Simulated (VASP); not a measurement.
# Sb in VASP: a series of runs, part 2 of 2

VASP 6.6.1. Earlier steps stand in the parts before.

## 3. Single point, PBE+D3(BJ)

This run uses another cell than the first one, of 25.93 Å³/atom, 0.973 times its volume.

Input file INCAR:

```
  PREC = Accurate
  ENCUT = 520
  EDIFF = 1E-6
  ISMEAR = -1
  SIGMA = 0.05
  LREAL = False
  LASPH = True
  NELM = 80
  ALGO = Normal
  ISIF = 2
  LWAVE = False
  LCHARG = False
  GGA = PE
  IVDW = 12
  NBANDS = 12
```

Input file KPOINTS:

```
regular mesh
0
Gamma
  9 9 5
```

Input file POSCAR:

```
Sb
1.0
    3.3271192485      0.0000000000      0.0000000000
   -1.6635596242      2.8813697906      0.0000000000
    0.0000000000      0.0000000000      5.4105428319
Sb
2
Direct
    0.6666666667      0.3333333333      0.7500000000
    0.3333333333      0.6666666667      0.2500000000
```

Potentials or basis: VASP PAW PBE potentials, release 64 (Sb).

Launch:

```
$ cat potpaw_PBE.64/Sb/POTCAR > POTCAR
$ mpirun -np 1 vasp_std > vasp.out
```

OUTCAR:

```text
PREC = Accurate
   ENCUT = 520
   EDIFF = 1E-6
   ISMEAR = -1
   LREAL = False
   LASPH = True
   NELM = 80
   ISIF = 2
   GGA = PE
   IVDW = 12
 IVDW          = 12

 ion  position               nearest neighbor table
   1  0.667  0.333  0.750-   2 3.32   2 3.32   2 3.32   2 3.32   2 3.32   2 3.32
   2  0.333  0.667  0.250-   1 3.32   1 3.32   1 3.32   1 3.32   1 3.32   1 3.32

  LATTYP: Found a hexagonal cell.
 ALAT       =     3.3271192485
 C/A-ratio  =     1.6261944426

  Lattice vectors:

 A1 = (   3.3271192485,   0.0000000000,   0.0000000000)
 A2 = (  -1.6635596242,   2.8813697906,   0.0000000000)
 A3 = (   0.0000000000,   0.0000000000,   5.4105428319)

Analysis of symmetry for initial positions (statically):
=====================================================================
 Subroutine PRICEL returns:
 Original cell was already a primitive cell.

 Routine SETGRP: Setting up the symmetry group for a
 hexagonal supercell.

 Subroutine GETGRP returns: Found 24 space group operations
 (whereof 12 operations were pure point group operations)
 out of a pool of 24 trial point group operations.

The static configuration has the point symmetry D_3d.
[... 178 lines left out ...]
      5      12.7251      0.00000
      6      14.4421      0.00000
      7      14.4421      0.00000
      8      14.7782      0.00000
      9      16.8376      0.00000
     10      17.9957      0.00000
     11      19.0918      0.00000
     12      19.0918      0.00000
[... 331 lines left out ...]
 k-point    24 :       0.3333    0.3333    0.2000
  band No.  band energies     occupation
      1       0.9186      2.00000
      2       0.9186      2.00000
      3       4.5807      2.00000
      4       5.6812      2.00000
      5       5.6812      2.00000
      6       7.2967      2.00000
      7       9.7475      0.00000
      8       9.7475      0.00000
      9      13.5178      0.00000
     10      19.6245      0.00000
     11      19.6245      0.00000
     12      21.4243      0.00000

 [... further k-points ...]

------------------------ aborting loop because EDIFF is reached ----------------------------------------

 Edisp (eV)   -1.08907

 E8    (eV) :    -0.5024

  FORCE on cell =-STRESS in cart. coord.  units (eV):
  Direction    XX          YY          ZZ          XY          YZ          ZX
  --------------------------------------------------------------------------------------
  -------------------------------------------------------------------------------------
  Total      -0.04305    -0.04305    -0.05112    -0.00000     0.00000     0.00000
  in kB      -1.32991    -1.32991    -1.57911    -0.00000     0.00000     0.00000
  external pressure =       -1.41 kB  Pullay stress =        0.00 kB

 VOLUME and BASIS-vectors are now :
 -----------------------------------------------------------------------------
  energy-cutoff  :      520.00
  volume of cell :       51.87
      direct lattice vectors                 reciprocal lattice vectors
     3.327119248  0.000000000  0.000000000     0.300560312  0.173528577  0.000000000
    -1.663559624  2.881369791  0.000000000     0.000000000  0.347057154  0.000000000
     0.000000000  0.000000000  5.410542832     0.000000000  0.000000000  0.184824339

 POSITION                                       TOTAL-FORCE (eV/Angst)
 -----------------------------------------------------------------------------------
      1.66356      0.96046      4.05791        -0.000000     -0.000000      0.000000
     -0.00000      1.92091      1.35264         0.000000      0.000000      0.000000
 -----------------------------------------------------------------------------------
    total drift:                                0.000000     -0.000000      0.000000

  FREE ENERGIE OF THE ION-ELECTRON SYSTEM (eV)
  ---------------------------------------------------
  free  energy   TOTEN  =        -8.7965696340 eV

  energy  without entropy=       -8.7850072206  energy(sigma->0) =       -8.79078843
```

OSZICAR:

```text
N       E                     dE             d eps       ncg     rms          rms(c)
DAV:   1     0.349965722670E+02    0.34997E+02   -0.36715E+03   864   0.668E+02
DAV:   2    -0.579990207948E+01   -0.40796E+02   -0.39373E+02  1120   0.108E+02
DAV:   3    -0.770063806820E+01   -0.19007E+01   -0.18873E+01  1056   0.258E+01
DAV:   4    -0.771674350799E+01   -0.16105E-01   -0.16104E-01  1012   0.281E+00
DAV:   5    -0.771690355557E+01   -0.16005E-03   -0.16005E-03  1040   0.317E-01    0.259E+00
DAV:   6    -0.771075693879E+01    0.61466E-02   -0.32660E-03   972   0.299E-01    0.148E+00
DAV:   7    -0.770747334090E+01    0.32836E-02   -0.65357E-03   940   0.423E-01    0.466E-02
DAV:   8    -0.770749979015E+01   -0.26449E-04   -0.12019E-04  1052   0.775E-02    0.147E-02
DAV:   9    -0.770750151819E+01   -0.17280E-05   -0.32346E-06   980   0.131E-02    0.299E-03
DAV:  10    -0.770750078549E+01    0.73270E-06   -0.21685E-07   592   0.287E-03
   1 F= -.87965696E+01 E0= -.87907884E+01  d E =-.115624E-01
```

stdout:

```text
POSCAR found type information on POSCAR Sb
 POSCAR found :  1 types and       2 ions
 scaLAPACK will be used
 LDA part: xc-table for (Slater+PW92), standard interpolation
 POSCAR, INCAR and KPOINTS ok, starting setup
 FFT: planning ... GRIDC
 FFT: planning ... GRID_SOFT
 FFT: planning ... GRID
 WAVECAR not read
 entering main loop
```

It took 9.1 s on 1 thread of Intel Xeon 6975P-C (Granite Rapids), shared host; peak memory 0.19 GiB.

Results:

```yaml
Free_energy: -8.7966 eV
Pressure: -0.1 GPa
Band_gap_on_the_k_mesh: zero (band 5 reaches 13.31 eV, above the bottom of band 6 at 6.16 eV)
Dispersion_energy_per_atom: -0.545 eV
```

Levels at points of the mesh, in eV from the Fermi level:
| k point | band 3 | band 4 | band 5 | band 6 | band 7 | band 8 |
| --- | --- | --- | --- | --- | --- | --- |
| (0.00, 0.00, 0.00) | -5.97 | 3.79 | 3.79 | 5.51 | 5.51 | 5.84 |

Caveat: spin-orbit coupling is left out, which moves the levels of the heavy elements; pairwise dispersion overbinds metals, which lowers pressure and volume.

## 4. Single point, PBE+D4

This run uses another cell than the first one, of 25.95 Å³/atom, 0.974 times its volume.

Input file INCAR:

```
PREC = Accurate
ENCUT = 520
EDIFF = 1E-6
ISMEAR = -1
SIGMA = 0.05
LREAL = F
LASPH = T
NELM = 100
ALGO = Normal
ISIF = 2
LWAVE = F
LCHARG = T
GGA = PE
IVDW = 13
LELF = T
LVHAR = T
NBANDS = 12
```

KPOINTS is that of step 3.

Input file POSCAR:

```
Sb
1.0
    3.3281375322      0.0000000000      0.0000000000
   -1.6640687661      2.8822516501      0.0000000000
    0.0000000000      0.0000000000      5.4109934573
Sb
2
Direct
    0.6666666667      0.3333333333      0.7500000000
    0.3333333333      0.6666666667      0.2500000000
```

Launch:

```
$ cat potpaw_PBE.64/Sb/POTCAR > POTCAR
$ mpirun -np 1 vasp_std > vasp.out
```

Run time: 13 s. Hardware: 1 thread of Intel Xeon 6975P-C (Granite Rapids), shared host; peak memory 0.17 GiB.

It converged, with:

* Free energy: -8.8711 eV
* Pressure: -0.1 GPa
* Band gap on the k mesh: zero (band 5 reaches 13.29 eV, above the bottom of band 6 at 6.16 eV)
* Dispersion energy per atom: -0.581 eV

Levels at points of the mesh, in eV from the Fermi level:
| k point | band 1 | band 2 | band 3 | band 4 | band 5 | band 6 | band 7 | band 8 | band 9 | band 10 |
| --- | --- | --- | --- | --- | --- | --- | --- | --- | --- | --- |
| (0.00, 0.00, 0.00) | -13.13 | -9.12 | -5.96 | 3.79 | 3.79 | 5.50 | 5.50 | 5.84 | 7.90 | 9.06 |

Caveat: spin-orbit coupling is left out, which moves the levels of the heavy elements; pairwise dispersion overbinds metals, which lowers pressure and volume.

## 5. Single point, PBE

Input file INCAR:

```
PREC = Accurate
ENCUT = 520
EDIFF = 1E-6
ISMEAR = 0
SIGMA = 0.026000000000000002
LREAL = F
LASPH = T
NELM = 80
ALGO = Normal
ISIF = 2
LWAVE = F
LCHARG = F
GGA = PE
NBANDS = 12
```

KPOINTS is that of step 4.

Input file POSCAR:

```
Sb
1.0
    3.3545324186      0.0000000000      0.0000000000
   -1.6772662093      2.9051102923      0.0000000000
    0.0000000000      0.0000000000      5.4701606500
Sb
2
Direct
    0.6666666667      0.3333333333      0.7500000000
    0.3333333333      0.6666666667      0.2500000000
```

Potentials or basis: VASP PAW PBE potentials, release 64 (Sb).

Launch:

```
$ cat potpaw_PBE.64/Sb/POTCAR > POTCAR
$ mpirun -np 1 vasp_std > vasp.out
```

OUTCAR:

```text
PREC = Accurate
   ENCUT = 520
   EDIFF = 1E-6
   ISMEAR = 0
   LREAL = F
   LASPH = T
   NELM = 80
   ISIF = 2
   GGA = PE

 ion  position               nearest neighbor table
   1  0.667  0.333  0.750-   2 3.35   2 3.35   2 3.35   2 3.35   2 3.35   2 3.35
   2  0.333  0.667  0.250-   1 3.35   1 3.35   1 3.35   1 3.35   1 3.35   1 3.35

  LATTYP: Found a hexagonal cell.
 ALAT       =     3.3545324186
 C/A-ratio  =     1.6306775334

  Lattice vectors:

 A1 = (   3.3545324186,   0.0000000000,   0.0000000000)
 A2 = (  -1.6772662093,   2.9051102923,   0.0000000000)
 A3 = (   0.0000000000,   0.0000000000,   5.4701606500)

Analysis of symmetry for initial positions (statically):
=====================================================================
 Subroutine PRICEL returns:
 Original cell was already a primitive cell.

 Routine SETGRP: Setting up the symmetry group for a
 hexagonal supercell.

 Subroutine GETGRP returns: Found 24 space group operations
 (whereof 12 operations were pure point group operations)
 out of a pool of 24 trial point group operations.

The static configuration has the point symmetry D_3d.
[... 169 lines left out ...]
 Fermi energy:         8.5355153026

 k-point     1 :       0.0000    0.0000    0.0000
  band No.  band energies     occupation
      1      -4.3485      2.00000
      2      -0.5204      2.00000
      3       2.7747      2.00000
      4      12.2629      0.00000
      5      12.2629      0.00000
      6      13.9100      0.00000
      7      13.9100      0.00000
      8      14.1551      0.00000
      9      16.3788      0.00000
     10      17.6056      0.00000
     11      18.6193      0.00000
     12      18.6193      0.00000
[... 331 lines left out ...]
 k-point    24 :       0.3333    0.3333    0.2000
  band No.  band energies     occupation
      1       0.5858      2.00000
      2       0.5858      2.00000
      3       4.3618      2.00000
      4       5.3968      2.00000
      5       5.3968      2.00000
      6       6.9843      2.00000
      7       9.3510      0.00000
      8       9.3510      0.00000
      9      13.1692      0.00000
     10      19.0601      0.00000
     11      19.0601      0.00000
     12      20.8600      0.00000

 [... further k-points ...]
[... 5 lines left out ...]
  --------------------------------------------------------------------------------------
  -------------------------------------------------------------------------------------
  Total        0.3856465      0.3856465      0.5653918      0.0000000      0.0000000      0.0000000
  in kB       11.5905818     11.5905818     16.9928181      0.0000000      0.0000000      0.0000000
  external PRESSURE =      13.3913272 kB  Pullay stress =       0.0000000 kB

 VOLUME and BASIS-vectors are now :
 -----------------------------------------------------------------------------
  energy-cutoff  :      520.00
  volume of cell :       53.31
      direct lattice vectors                 reciprocal lattice vectors
     3.354532419  0.000000000  0.000000000     0.298104139  0.172110505  0.000000000
    -1.677266209  2.905110292  0.000000000     0.000000000  0.344221010  0.000000000
     0.000000000  0.000000000  5.470160650     0.000000000  0.000000000  0.182809987

 POSITION                                       TOTAL-FORCE (eV/Angst)
 -----------------------------------------------------------------------------------
      1.67727      0.96837      4.10262         0.000000     -0.000000      0.000000
     -0.00000      1.93674      1.36754        -0.000000      0.000000      0.000000
 -----------------------------------------------------------------------------------
    total drift:                                0.000000     -0.000000      0.000000

  FREE ENERGIE OF THE ION-ELECTRON SYSTEM (eV)
  ---------------------------------------------------
  free  energy   TOTEN  =        -7.7202481869 eV

  energy  without entropy=       -7.7191915688  energy(sigma->0) =       -7.71971988
```

OSZICAR:

```text
N       E                     dE             d eps       ncg     rms          rms(c)
DAV:   1     0.336792352191E+02    0.33679E+02   -0.35225E+03   864   0.659E+02
DAV:   2    -0.581780799456E+01   -0.39497E+02   -0.38271E+02  1156   0.108E+02
DAV:   3    -0.771439022197E+01   -0.18966E+01   -0.18873E+01  1112   0.262E+01
DAV:   4    -0.772951671853E+01   -0.15126E-01   -0.15125E-01  1000   0.279E+00
DAV:   5    -0.772966820598E+01   -0.15149E-03   -0.15149E-03  1024   0.313E-01    0.246E+00
DAV:   6    -0.772339969297E+01    0.62685E-02   -0.37343E-03   988   0.316E-01    0.140E+00
DAV:   7    -0.772021004332E+01    0.31896E-02   -0.72085E-03   924   0.442E-01    0.478E-02
DAV:   8    -0.772024719362E+01   -0.37150E-04   -0.13067E-04  1032   0.810E-02    0.141E-02
DAV:   9    -0.772024912336E+01   -0.19297E-05   -0.33930E-06   980   0.136E-02    0.299E-03
DAV:  10    -0.772024818688E+01    0.93649E-06   -0.26943E-07   616   0.326E-03
   1 F= -.77202482E+01 E0= -.77197199E+01  d E =-.105662E-02
```

stdout:

```text
POSCAR found type information on POSCAR Sb
 POSCAR found :  1 types and       2 ions
 scaLAPACK will be used
 LDA part: xc-table for (Slater+PW92), standard interpolation
 POSCAR, INCAR and KPOINTS ok, starting setup
 FFT: planning ... GRIDC
 FFT: planning ... GRID_SOFT
 FFT: planning ... GRID
 WAVECAR not read
 entering main loop
```

It took 14 s on 1 thread of Intel Xeon 6975P-C (Granite Rapids), shared host; peak memory 0.17 GiB.

What came out:

```
Free energy            : -7.7202 eV
Pressure               : 1.3 GPa
Band gap on the k mesh : zero (band 5 reaches 12.82 eV, above the bottom of band 6 at 5.89 eV)
```

Caveat: spin-orbit coupling is left out, which moves the levels of the heavy elements.

## 6. Single point, PBE

Input file INCAR:

```
  ALGO = Normal
  EDIFF = 1E-7
  ENCUT = 520
  GGA = PE
  ISIF = 2
  ISMEAR = 0
  LASPH = True
  LCHARG = False
  LREAL = False
  LWAVE = False
  NBANDS = 12
  NELM = 80
  PREC = Accurate
  SIGMA = 0.027000000000000003
```

Input file KPOINTS:

```
k-points
0
Gamma
  9 9 5
```

POSCAR is that of step 5.

Potentials or basis: VASP PAW PBE potentials, release 64 (Sb).

Launch:

```
$ cat potpaw_PBE.64/Sb/POTCAR > POTCAR
$ mpirun -np 1 vasp_std > vasp.out
```

Run time: 15 s. Hardware: 1 thread of Intel Xeon 6975P-C (Granite Rapids), shared host; peak memory 0.17 GiB.

Results (log left out):

- Free energy: -7.7203 eV
- Pressure: 1.3 GPa
- Band gap on the k mesh: zero (band 5 reaches 12.82 eV, above the bottom of band 6 at 5.89 eV)

Stress tensor (GPa, compression positive):
```
1.16 0.00 0.00
0.00 1.16 0.00
0.00 0.00 1.69
```

Levels at points of the mesh, in eV from the Fermi level:
```tsv
k point	band 1	band 2	band 3	band 4	band 5	band 6	band 7	band 8	band 9	band 10
(0.00, 0.00, 0.00)	-12.88	-9.06	-5.76	3.73	3.73	5.37	5.37	5.62	7.84	9.07
```

Caveat: spin-orbit coupling is left out, which moves the levels of the heavy elements.

## 7. Overview

```tsv
level	cell	k mesh	smearing	gap on the mesh (eV)	pressure (GPa)
PBEsol	a = 3.355, b = 3.384, c = 5.470 Å, angles 90.0, 90.0, 120.9°, 2 atoms	8 × 8 × 4	fermi-dirac 0.05 eV	none	-1.2
PBE+D3(BJ)	a = 3.327, b = 3.327, c = 5.411 Å, angles 90.0, 90.0, 120.0°, 2 atoms	9 × 9 × 5	fermi-dirac 0.05 eV	none	-0.1
PBE+D4	a = 3.328, b = 3.328, c = 5.411 Å, angles 90.0, 90.0, 120.0°, 2 atoms	9 × 9 × 5	fermi-dirac 0.05 eV	none	-0.1
PBE	a = 3.355, b = 3.355, c = 5.470 Å, angles 90.0, 90.0, 120.0°, 2 atoms	9 × 9 × 5	gaussian 0.026 eV	none	1.3
PBE	a = 3.355, b = 3.355, c = 5.470 Å, angles 90.0, 90.0, 120.0°, 2 atoms	9 × 9 × 5	gaussian 0.027 eV	none	1.3
```

Alike in all rows: task single point; potentials or basis VASP PAW PBE potentials, release 64 (Sb); no spin polarisation; cutoff (eV) 520.

Caveats: spin-orbit coupling is left out, which moves the levels of the heavy elements; pairwise dispersion overbinds metals, which lowers pressure and volume (some runs); the PAW data sets were made with another functional, which shifts forces and pressure a little (some runs).

Absolute energies hang on the potentials; compare differences alone.
